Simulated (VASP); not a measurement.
# GaSb (F-43m) in VASP: settings compared

The runs below take GaSb through elastic constants, single point, with LDA, BLYP.

Program: VASP 6.6.1. These are calculated values, not measurements. Logs are shortened: lines on timing, memory, paths and dates and some standing lists are left out, and cuts for length are marked.

### 1 The cell of the first run

It takes space group F-43m (No. 216, cubic). The conventional cell has a = 6.118 Å, b = 6.118 Å, c = 6.118 Å, α = 90.00°, β = 90.00°, γ = 90.00°. Within 3.5 Å of Sb (site symmetry -43m) lie 4 Ga at 2.65 Å. Ga (site symmetry -43m) has 4 Sb at 2.65 Å within 3.5 Å.

### 2 Elastic constants, LDA

The input, INCAR:

```
SYSTEM = GaSb
PREC = Accurate
ENCUT = 600
EDIFF = 1E-8
ISMEAR = -1
SIGMA = 0.05
LREAL = .FALSE.
LASPH = .TRUE.
NELM = 100
ALGO = Normal
ISIF = 3
LWAVE = .FALSE.
LCHARG = .FALSE.
NBANDS = 16
IBRION = 6
NFREE = 2
POTIM = 0.015
NSW = 1
```

The input, KPOINTS:

```
regular mesh
0
G
  6 6 6
  0 0 0
```

The input, POSCAR:

```
GaSb
1.0
    0.0000000000      3.0590000000      3.0590000000
    3.0590000000      0.0000000000      3.0590000000
    3.0590000000      3.0590000000      0.0000000000
Sb Ga
1 1
Direct
    0.7500000000      0.7500000000      0.7500000000
    0.0000000000      0.0000000000      0.0000000000
```

Potentials or basis: VASP PAW LDA potentials, release 64 (Sb, Ga_d).

Launch:

```
cat potpaw_LDA.64/Sb/POTCAR potpaw_LDA.64/Ga_d/POTCAR > POTCAR
mpirun -np 1 vasp_std > vasp.out
```

OUTCAR:

```text
SYSTEM = GaSb
   PREC = Accurate
   ENCUT = 600
   EDIFF = 1E-8
   ISMEAR = -1
   LREAL = .FALSE.
   LASPH = .TRUE.
   NELM = 100
   ISIF = 3
   IBRION = 6
   NFREE = 2
   POTIM = 0.015
   NSW = 1

 ion  position               nearest neighbor table
   1  0.750  0.750  0.750-   2 2.65   2 2.65   2 2.65   2 2.65
   2  0.000  0.000  0.000-   1 2.65   1 2.65   1 2.65   1 2.65

  LATTYP: Found a face centered cubic cell.
 ALAT       =     6.1180000000

  Lattice vectors:

 A1 = (   0.0000000000,   3.0590000000,   3.0590000000)
 A2 = (   3.0590000000,   0.0000000000,   3.0590000000)
 A3 = (   3.0590000000,   3.0590000000,   0.0000000000)

Analysis of symmetry for initial positions (statically):
=====================================================================
 Subroutine PRICEL returns:
 Original cell was already a primitive cell.

 Routine SETGRP: Setting up the symmetry group for a
 face centered cubic supercell.

 Subroutine GETGRP returns: Found 24 space group operations
 (whereof 24 operations were pure point group operations)
 out of a pool of 48 trial point group operations.

The static configuration has the point symmetry T_d .

Analysis of symmetry for dynamics (positions and initial velocities):
=====================================================================
 Subroutine PRICEL returns:
 Original cell was already a primitive cell.

 Routine SETGRP: Setting up the symmetry group for a
 face centered cubic supercell.

 Subroutine GETGRP returns: Found 24 space group operations
 (whereof 24 operations were pure point group operations)
 out of a pool of 48 trial point group operations.

The dynamic configuration has the point symmetry T_d .

 Subroutine INISYM returns: Found 24 space group operations
 (whereof 24 operations are pure point group operations),
 and found     1 'primitive' translations

----------------------------------------------------------------------------------------

                                     Primitive cell

  volume of cell :      57.2491

  direct lattice vectors                    reciprocal lattice vectors
     0.000000000  3.059000000  3.059000000    -0.163452109  0.163452109  0.163452109
     3.059000000  0.000000000  3.059000000     0.163452109 -0.163452109  0.163452109
     3.059000000  3.059000000  0.000000000     0.163452109  0.163452109 -0.163452109

  length of vectors
     4.326079287  4.326079287  4.326079287     0.283107357  0.283107357  0.283107357

  position of ions in fractional coordinates (direct lattice)
     0.750000000  0.750000000  0.750000000
     0.000000000  0.000000000  0.000000000

  ion indices of the primitive-cell ions
   primitive index   ion index
                 1           1
                 2           2

----------------------------------------------------------------------------------------

 KPOINTS: regular mesh

Automatic generation of k-mesh.
 Grid dimensions read from file:
 generate k-points for:    6    6    6

 Generating k-lattice:

  Cartesian coordinates                     Fractional coordinates (reciprocal lattice)
    -0.027242018  0.027242018  0.027242018     0.166666667  0.000000000  0.000000000
     0.027242018 -0.027242018  0.027242018     0.000000000  0.166666667  0.000000000
     0.027242018  0.027242018 -0.027242018     0.000000000  0.000000000  0.166666667

  Length of vectors
     0.047184559  0.047184559  0.047184559

  Shift w.r.t. Gamma in fractional coordinates (k-lattice)
     0.000000000  0.000000000  0.000000000

 Subroutine IBZKPT returns following result:
 ===========================================

 Found     16 irreducible k-points:

 Following reciprocal coordinates:
            Coordinates               Weight
  0.000000  0.000000  0.000000      1.000000
  0.166667  0.000000  0.000000      8.000000
  0.333333  0.000000  0.000000      8.000000
  0.500000  0.000000  0.000000      4.000000
  0.166667  0.166667  0.000000      6.000000
  0.333333  0.166667  0.000000     24.000000
[... 8 lines left out ...]
 -0.333333  0.333333  0.166667     24.000000
 -0.333333  0.500000  0.166667     12.000000
   k-points           NKPTS =     16   k-points in BZ     NKDIM =     16   number of bands    NBANDS=     16
   number of dos      NEDOS =    301   number of ions     NIONS =      2
   total plane-waves  NPLWV =  46656
   dimension x,y,z NGX =    36 NGY =   36 NGZ =   36
   dimension x,y,z NGXF=    72 NGYF=   72 NGZF=   72
   ions per type =               1   1
   NGX,Y,Z   is equivalent  to a cutoff of  13.83, 13.83, 13.83 a.u.
[... 46 lines left out ...]
 maximum number of plane-waves:      1932
 NGX is ok and might be reduce to    36
   NGX = 17   NGY = 17   NGZ = 17

--------------------------------------- Ionic step        1  -------------------------------------------

 number of electron      18.0000006 magnetization

 Free energy of the ion-electron system (eV)
  ---------------------------------------------------
  ext. energy  EPLUGINS =         0.00000000
  ---------------------------------------------------
  free energy    TOTEN  =        -8.63257320 eV

  energy without entropy =       -8.63153913  energy(sigma->0) =       -8.63205617

------------------------ aborting loop because EDIFF is reached ----------------------------------------

  FORCE on cell =-STRESS in cart. coord.  units (eV):
  Direction    XX          YY          ZZ          XY          YZ          ZX
  --------------------------------------------------------------------------------------
  -------------------------------------------------------------------------------------
  Total       -0.5300559     -0.5300559     -0.5300559     -0.0000000      0.0000000     -0.0000000
  in kB      -14.8341886    -14.8341886    -14.8341886     -0.0000000      0.0000000     -0.0000000
  external PRESSURE =     -14.8341886 kB  Pullay stress =       0.0000000 kB
[... 89 lines left out ...]
  FREE ENERGIE OF THE ION-ELECTRON SYSTEM (eV)
  ---------------------------------------------------
  free  energy   TOTEN  =        -8.6374164630 eV

  energy  without entropy=       -8.6364017063  energy(sigma->0) =       -8.63690908

 E-fermi :   4.5721     XC(G=0):  -9.3310

 val. band max:        4.5631255399   @ k =   0.0000   0.0000   0.0000
 cond. band min:       4.7943318568   @ k =   0.5000   0.0000   0.0000
 fundamental gap:      0.2312063169
 Fermi energy:         4.5720885785

 k-point     1 :       0.0000    0.0000    0.0000
  band No.  band energies     occupation
      1     -10.5893      2.00000
      2     -10.5875      2.00000
      3     -10.5875      2.00000
      4     -10.5421      2.00000
      5     -10.5405      2.00000
      6      -6.8809      2.00000
[... 433 lines left out ...]
      3     -10.5682      2.00000
      4     -10.5501      2.00000
      5     -10.5380      2.00000
      6      -4.7787      2.00000
[... 8 lines left out ...]
     15      14.6801      0.00000
     16      15.0753      0.00000

 [... further k-points ...]

[... ionic steps 4 to 14 ...]

--------------------------------------- Ionic step       15  -------------------------------------------

 number of electron      18.0000005 magnetization

------------------------ aborting loop because EDIFF is reached ----------------------------------------
[... 67 lines left out ...]
--------------------------------------- Ionic step       17  -------------------------------------------

 number of electron      18.0000002 magnetization

 Free energy of the ion-electron system (eV)
  ---------------------------------------------------
  ext. energy  EPLUGINS =         0.00000000
  ---------------------------------------------------
  free energy    TOTEN  =        -8.63176541 eV

  energy without entropy =       -8.63079656  energy(sigma->0) =       -8.63128098

 E-fermi :   4.7265     XC(G=0):  -9.3943

 val. band max:        4.6873683022   @ k =   0.0000   0.0000   0.0000
 cond. band min:       4.7306709968   @ k =   0.0000   0.0000   0.0000
 fundamental gap:      0.0433026946
 Fermi energy:         4.7264509315

 k-point     1 :       0.0000    0.0000    0.0000
  band No.  band energies     occupation
      1     -10.4656      2.00000
      2     -10.4646      2.00000
      3     -10.4635      2.00000
      4     -10.4155      2.00000
      5     -10.4155      2.00000
      6      -6.8312      2.00000
[... 433 lines left out ...]
      3     -10.4513      2.00000
      4     -10.4181      2.00000
      5     -10.4146      2.00000
      6      -5.0842      2.00000
[... 8 lines left out ...]
     15      14.3443      0.00000
     16      14.5229      0.00000

 [... further k-points ...]

------------------------ aborting loop because EDIFF is reached ----------------------------------------

  FORCE on cell =-STRESS in cart. coord.  units (eV):
  Direction    XX          YY          ZZ          XY          YZ          ZX
  --------------------------------------------------------------------------------------
  -------------------------------------------------------------------------------------
  Total       -0.5293845     -0.5288898     -0.5288898      0.0000000      0.0991053      0.0000000
  in kB      -14.8154006    -14.8015546    -14.8015546      0.0000000      2.7735696      0.0000000
  external PRESSURE =     -14.8061699 kB  Pullay stress =       0.0000000 kB
[... 17 lines left out ...]
  FREE ENERGIE OF THE ION-ELECTRON SYSTEM (eV)
  ---------------------------------------------------
  free  energy   TOTEN  =        -8.6317654079 eV

  energy  without entropy=       -8.6307965551  energy(sigma->0) =       -8.63128098

 INTERNAL STRAIN TENSORS FROM STRAINED CELLS
 ============================================

 INTERNAL STRAIN TENSOR FOR ION    1 for displacements in x,y,z  (eV/Angst):
          X           Y           Z          XY          YZ          ZX
  --------------------------------------------------------------------------------
  x    -0.00000    -0.00000     0.00000     0.00000     6.59106     0.00000
  y    -0.00000     0.00000     0.00000     0.00000     0.00000     6.59093
  z    -0.00000     0.00000    -0.00000     6.59001     0.00000    -0.00000

 INTERNAL STRAIN TENSORS FROM DISPLACED ATOMS
 ============================================

 INTERNAL STRAIN TENSOR FOR ION    1 for displacements in x,y,z  (eV/Angst):
          X           Y           Z          XY          YZ          ZX
  --------------------------------------------------------------------------------
  x     0.00000     0.00000     0.00000     0.00000     6.59762     0.00000
  y     0.00000     0.00000     0.00000     0.00000     0.00000     6.59762
  z     0.00000     0.00000     0.00000     6.59762     0.00000     0.00000

 INTERNAL STRAIN TENSOR FOR ION    2 for displacements in x,y,z  (eV/Angst):
          X           Y           Z          XY          YZ          ZX
  --------------------------------------------------------------------------------
  x     0.00000     0.00000     0.00000     0.00000    -6.60544     0.00000
  y     0.00000    -0.00000     0.00000     0.00000     0.00000    -6.60544
  z     0.00000     0.00000     0.00000    -6.60544     0.00000     0.00000

 Eigenvectors and eigenvalues of the dynamical matrix
 ----------------------------------------------------

   1 f  =    6.292698 THz    39.538189 2PiTHz  209.901817 cm-1    26.024497 meV
             X         Y         Z           dx          dy          dz
      4.588500  4.588500  4.588500     0.000000   -0.603212   -0.000000
      0.000000  0.000000  0.000000     0.000000    0.797581   -0.000000
[... 21 lines left out ...]
   6 f/i=    0.001803 THz     0.011328 2PiTHz    0.060140 cm-1     0.007456 meV
             X         Y         Z           dx          dy          dz
      4.588500  4.588500  4.588500    -0.032580    0.722494    0.336268
      0.000000  0.000000  0.000000    -0.024640    0.546424    0.254320

--------------------------------------------------------------------------------------------------------

 ELASTIC MODULI CONTR FROM IONIC RELAXATION (kBar)
 Direction    XX          YY          ZZ          XY          YZ          ZX
 --------------------------------------------------------------------------------
 XX          -0.0000     -0.0000     -0.0000      0.0000      0.0000      0.0000
 YY          -0.0000     -0.0000     -0.0000      0.0000      0.0000     -0.0000
 ZZ          -0.0000     -0.0000     -0.0000      0.0000      0.0000      0.0000
 XY           0.0000      0.0000      0.0000   -169.8213     -0.0000      0.0000
 YZ           0.0000      0.0000      0.0000     -0.0000   -169.8213      0.0000
 ZX           0.0000     -0.0000      0.0000      0.0000     -0.0000   -169.8213
 --------------------------------------------------------------------------------

 TOTAL ELASTIC MODULI (kBar)
 Direction    XX          YY          ZZ          XY          YZ          ZX
 --------------------------------------------------------------------------------
 XX         779.8173    344.0864    344.0864      0.0000      0.0000      0.0000
 YY         344.0864    779.8173    344.0864      0.0000      0.0000     -0.0000
 ZZ         344.0864    344.0864    779.8173      0.0000      0.0000      0.0000
 XY           0.0000      0.0000      0.0000    357.5335     -0.0000      0.0000
 YZ           0.0000      0.0000      0.0000     -0.0000    357.5335      0.0000
 ZX           0.0000     -0.0000      0.0000      0.0000     -0.0000    357.5335
 --------------------------------------------------------------------------------
```

Wall time 18 min (1 thread of Intel Xeon 8259CL, shared host); peak memory 0.28 GiB.

Results:

* Elastic constants C11, C12, C44: 78, 34, 36 GPa
* Voigt bulk modulus: 49 GPa
* Highest phonon frequency at Γ, LO-TO splitting left out: 210 cm⁻¹

Phonon frequencies in cm⁻¹ (negative: imaginary):
| q point | frequencies |
| --- | --- |
| (0.000, 0.000, 0.000) | 0 0 0 210 210 210 |

Elastic tensor in Voigt notation (GPa, in the Cartesian axes of the cell as first typed):
```
78 34 34  0  0  0
34 78 34  0  0  0
34 34 78  0  0  0
 0  0  0 36  0  0
 0  0  0  0 36  0
 0  0  0  0  0 36
```

Clamped-ion elastic tensor (GPa):
```
78 34 34  0  0  0
34 78 34  0  0  0
34 34 78  0  0  0
 0  0  0 53  0  0
 0  0  0  0 53  0
 0  0  0  0  0 53
```

Caveat: the cell is under stress, which shifts elastic constants; spin-orbit coupling is left out, which moves the levels of the heavy elements.

[end of part 1 of 2]
